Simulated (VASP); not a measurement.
Runs of VASP 6.6.1 on Mo. The structure is that of space group Im-3m (No. 229), or close to it. The cells are those of the table. 

```tsv
cell	further INCAR settings	gap on the mesh (eV)	pressure (GPa)
a = 2.735 Å, angles 109.9, 108.7, 109.9°, 1 atom	ALGO = Fast; EDIFF = 1e-06; NBANDS = 13	none	(c)
a = 2.769 Å, angles 110.9, 106.7, 110.9°, 1 atom	ALGO = Fast; EDIFF = 1e-06; NBANDS = 13	none	-7.2
a = 2.694 Å, angles 108.7, 111.1, 108.7°, 1 atom	ALGO = Fast; EDIFF = 1e-07; NBANDS = 13	none	14.6
a = 2.749 Å, angles 110.3, 107.9, 110.3°, 1 atom	ALGO = Fast; EDIFF = 1e-06; NBANDS = 13	none	(a)
a = 2.708 Å, angles 109.1, 110.3, 109.1°, 1 atom	ALGO = Fast; EDIFF = 1e-07; NBANDS = 13	none	9.8
a = 2.777 Å, angles 111.1, 106.3, 111.1°, 1 atom	ALGO = Fast; EDIFF = 1e-06; NBANDS = 13	none	-8.7
a = 2.762 Å, angles 110.7, 107.1, 110.7°, 1 atom	ALGO = Fast; EDIFF = 1e-07; NBANDS = 13	none	-5.7
a = 2.668 Å, angles 107.8, 112.8, 107.8°, 1 atom	ALGO = Fast; EDIFF = 1e-07; NBANDS = 13	none	(b)
a = 2.681 Å, angles 108.3, 111.9, 108.3°, 1 atom	ALGO = Fast; EDIFF = 1e-06; NBANDS = 13	none	19.9
```

Alike in all rows: task single point; level PBE; potentials or basis VASP PAW PBE potentials, release 64 (Mo_sv); no spin polarisation; k mesh 22 × 22 × 22; cutoff (eV) 520; smearing gaussian 0.15 eV.

Problem. Fill in the values left out.

Solution. (a) -2.3; (b) 25.7; (c) 1.4.

Caveats: the cell stands under pressure (at least some runs); the cell stands under tension (at least some runs).

A k mesh can miss the band edges, and the runs leave out spin-orbit coupling on Mo.

A gap of «none» marks levels without a gap at the run's occupations.
